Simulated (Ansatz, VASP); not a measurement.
## Two plane-wave programs on Zn

```
Zn
1.0
     0.00000    1.97779    1.97779
     1.97779    0.00000    1.97779
     1.97779    1.97779    0.00000
Zn
1
Direct
  0.00000 0.00000 0.00000
```

Alike in both runs: task single point; functional r2SCAN; k mesh 12 × 12 × 12; occupations fermi-dirac, width 0.05 eV; no spin polarisation.

|  | VASP | Ansatz |
| --- | --- | --- |
| version | VASP 6.6.1 | Ansatz 0.2.0 |
| potentials or method | VASP PAW PBE potentials, release 64 (Zn) | Ansatz PAW |
| plane-wave cutoff (eV) | 520 | 500 |
| valence electrons in the cell | 12 | 12 |

```csv
,VASP,Ansatz,Ansatz less VASP
gap on the k mesh at the Fermi level (eV),none,none,-
pressure (GPa),-5.5,-5.7,-0.25
```

VASP's potentials were made for PBE, not for r2SCAN. A gap of «none» marks a metal or a gap that the smearing closes. The functional is the same, so the differences come from potentials, cutoffs and numerics.
